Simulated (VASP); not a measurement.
## TiO2: single point with PBEsol

The system is TiO2.

```
CELL_PARAMETERS angstrom
4.59125 0.03443 0.00000
0.03443 4.59125 0.00000
0.00000 0.00000 2.93899
ATOMIC_POSITIONS crystal
Ti 0.00000 0.00000 0.00000
Ti 0.50000 0.50000 0.50000
O 0.30444 0.30444 0.00000
O 0.19556 0.80444 0.50000
O 0.69556 0.69556 0.00000
O 0.80444 0.19556 0.50000
```

This cell differs from its parent crystal: strain +0.0150 x Voigt [0, 0, 0, 0, 0, 1].

| Item | Value |
| --- | --- |
| Program | VASP 6.6.1 |
| Task | single point |
| Functional | PBEsol |
| Potentials or basis | VASP PAW PBE potentials, release 64 (Ti_sv, O) |
| Cutoff | 520 eV |
| k mesh | 6 × 6 × 10 |
| Occupations | gaussian, width 0.05 eV |
| Spin | no spin polarisation |
| Dipole correction | no |
| Further INCAR settings | ALGO = Normal; EDIFF = 1e-07; NBANDS = 33 |

```json
{
  "Pressure": "0.7 GPa",
  "Largest force": "0.047 eV/Å",
  "Band gap on the k mesh": "1.84 eV, direct"
}
```

Forces on the atoms (eV/Å):
```
Ti   0.000  0.000  0.000
Ti   0.000  0.000  0.000
O   -0.033 -0.033  0.000
O   -0.004  0.004  0.000
O    0.033  0.033  0.000
O    0.004 -0.004  0.000
```

Stress tensor (GPa, compression positive):
```
 0.65 -3.48  0.00
-3.48  0.65  0.00
 0.00  0.00  0.92
```

Levels at points of the mesh, in eV from the valence-band top:
| k point | band 21 | band 22 | band 23 | band 24 | band 25 | band 26 | band 27 | band 28 |
| --- | --- | --- | --- | --- | --- | --- | --- | --- |
| (0.00, 0.00, 0.00) | -0.68 | -0.48 | -0.43 | 0.00 | 1.84 | 2.12 | 2.42 | 2.49 |
| (0.50, 0.00, 0.00) | -1.72 | -1.55 | -0.76 | -0.75 | 2.53 | 2.53 | 3.01 | 3.10 |
| (0.50, 0.50, 0.00) | -1.36 | -1.21 | -1.09 | -1.08 | 1.85 | 1.90 | 2.52 | 2.56 |
| (0.00, 0.00, 0.50) | -2.48 | -2.38 | -1.52 | -1.37 | 2.94 | 3.03 | 3.18 | 3.29 |
| (0.50, 0.00, 0.50) | -2.15 | -2.02 | -1.09 | -1.02 | 1.88 | 1.89 | 3.21 | 3.31 |
| (0.50, 0.50, 0.50) | -1.41 | -1.21 | -0.69 | -0.66 | 2.53 | 2.66 | 3.21 | 3.22 |

It took 4.8 min on 1 thread of AMD EPYC 7R13 Processor (Zen 3), with other jobs on the host, peak memory 0.22 GiB.

Caveat: the cell differs from its parent crystal (strain +0.0150 x Voigt [0, 0, 0, 0, 0, 1]); the PAW data sets were made with another functional, which shifts forces and pressure a little. A k mesh can miss the band edges.
